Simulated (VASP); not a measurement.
Wanted: the native input for a VASP 6.6.1 run.

| Quantity | Value |
| --- | --- |
| Task | single point |
| Functional | r2SCAN |
| Potentials or basis | VASP PAW PBE potentials, release 64 (Ni_sv_GW, O) |
| Cutoff | 770 eV |
| k mesh | 8 × 8 × 8 |
| Occupations | gaussian, width 0.05 eV |
| Spin | collinear spin, ferromagnetic start |
| Starting moments | [1.9, 0.22] μB |
| Hubbard terms | Ni d U = 2.0 eV |
| Dipole correction | no |
| Further INCAR settings | ALGO = Normal; EDIFF = 1e-06; NBANDS = 23 |

The system is NiO.

```
CELL_PARAMETERS angstrom
0.00000 2.09131 2.09131
2.09131 0.00000 2.09131
2.09131 2.09131 0.00000
ATOMIC_POSITIONS crystal
Ni 0.00000 0.00000 0.00000
O 0.50000 0.50000 0.50000
```

One way to write it, as run:

POSCAR

```
NiO
1.0
    0.0000000000      2.0913095100      2.0913095100
    2.0913095100      0.0000000000      2.0913095100
    2.0913095100      2.0913095100      0.0000000000
Ni O
1 1
Direct
    0.0000000000      0.0000000000      0.0000000000
    0.5000000000      0.5000000000      0.5000000000
```

INCAR.step1

```
SYSTEM = NiO
ALGO = Normal
EDIFF = 1E-5
ENCUT = 770
GGA = PE
GGA_COMPAT = .FALSE.
ISMEAR = 0
ISPIN = 2
LASPH = .TRUE.
LCHARG = .FALSE.
LDAU = .TRUE.
LDAUJ = 0 0
LDAUL = 2 -1
LDAUTYPE = 2
LDAUU = 2 0
LMAXMIX = 4
LREAL = .FALSE.
LWAVE = .TRUE.
MAGMOM = 1.9 0.22
NBANDS = 23
NELM = 200
PREC = Accurate
SIGMA = 0.05
```

INCAR.step2

```
SYSTEM = NiO
ALGO = Normal
EDIFF = 1E-6
ENCUT = 770
GGA_COMPAT = .FALSE.
ISIF = 2
ISMEAR = 0
ISPIN = 2
ISTART = 1
LASPH = .TRUE.
LCHARG = .TRUE.
LDAU = .TRUE.
LDAUJ = 0 0
LDAUL = 2 -1
LDAUPRINT = 1
LDAUTYPE = 2
LDAUU = 2 0
LELF = .TRUE.
LMAXMIX = 4
LMIXTAU = .TRUE.
LORBIT = 11
LREAL = .FALSE.
LVHAR = .TRUE.
LWAVE = .FALSE.
MAGMOM = 1.9 0.22
METAGGA = R2SCAN
NBANDS = 23
NELM = 200
PREC = Accurate
SIGMA = 0.05
```

KPOINTS

```
k-points
0
G
  8 8 8
  0 0 0
```

Potentials or basis: VASP PAW PBE potentials, release 64 (Ni_sv_GW, O).

The run is started by

```bash
$ cat potpaw_PBE.64/Ni_sv_GW/POTCAR potpaw_PBE.64/O/POTCAR > POTCAR
$ cp INCAR.step1 INCAR
$ mpirun -np 1 vasp_std > vasp.out
$ cp INCAR.step2 INCAR
$ mpirun -np 1 vasp_std > vasp.out
```

Results of the run:

```
Pressure                                              : 1.6 GPa
Band gap on the k mesh                                : 1.98 eV (least direct gap 2.97 eV)
Net moment                                            : 2.00 μB per cell
Site moments                                          : Ni +1.75; O +0.22 μB
Valence electrons inside the program's atomic spheres : Ni 16.09; O 5.07
```

Caveat: the PAW data sets were made with another functional, which shifts forces and pressure a little; a cell with one magnetic atom can't hold antiferromagnetic order, which such compounds often take.

Wall time 3.5 min on 1 thread of Intel(R) Xeon(R) 6975P-C (Granite Rapids), on a shared host, peak memory 0.22 GiB.
